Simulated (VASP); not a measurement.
Here is a VASP 6.6.1 calculation.

File INCAR:

```
PREC     = Accurate       # precision mode
ENCUT    = 520            # plane-wave cutoff, eV
EDIFF    = 1E-7           # SCF threshold, eV
ISMEAR   = 0              # smearing method
SIGMA    = 0.1            # smearing width, eV
LREAL    = F              # projectors in reciprocal space
LASPH    = T              # aspherical terms in the spheres
NELM     = 80             # most SCF steps
ALGO     = Normal         # electronic algorithm
ISIF     = 2              # what is computed and relaxed
LWAVE    = F              # write WAVECAR
LCHARG   = T              # write CHGCAR
GGA      = PE             # functional
LELF     = T              # ELF
LVHAR    = T            
NBANDS   = 19             # bands
```

The input KPOINTS:

```
regular mesh
0
Gamma
  6 6 4
```

File POSCAR:

```
B5N
1.0
    1.7363674300     -3.1884113000      0.0000000000
    1.7363674300      3.1884113000      0.0000000000
    0.0000000000      0.0000000000      4.7334220100
B N
5 1
Direct
    0.1706799600      0.3727557000      0.5000000000
    0.8293200400      0.6272443000      0.5000000000
    0.6272443000      0.8293200400      0.5000000000
    0.3727557000      0.1706799600      0.5000000000
    0.0000000000      0.0000000000      0.0000000000
    0.0000000000      0.0000000000      0.5000000000
```

Potentials or basis: VASP PAW PBE potentials, release 64 (B, N).

The run is started by

```console
$ cat potpaw_PBE.64/B/POTCAR potpaw_PBE.64/N/POTCAR > POTCAR
$ mpirun -np 1 vasp_std > vasp.out
```

What does it give for the largest force?

33.328 eV/Å.

What does it give for the band gap on the k mesh?

Zero (bands 10 and 11 overlap by 1.47 eV).

Predict the pressure.

145.3 GPa.

Stress tensor (GPa, compression positive):
```
242.64   0.00   0.00
  0.00 190.53   0.00
  0.00   0.00   2.65
```

Caveat: the stress differs along the axes, from 3 to 243 GPa; forces of over 1 eV/Å act on the atoms, so gaps and moduli don't describe the material at rest.
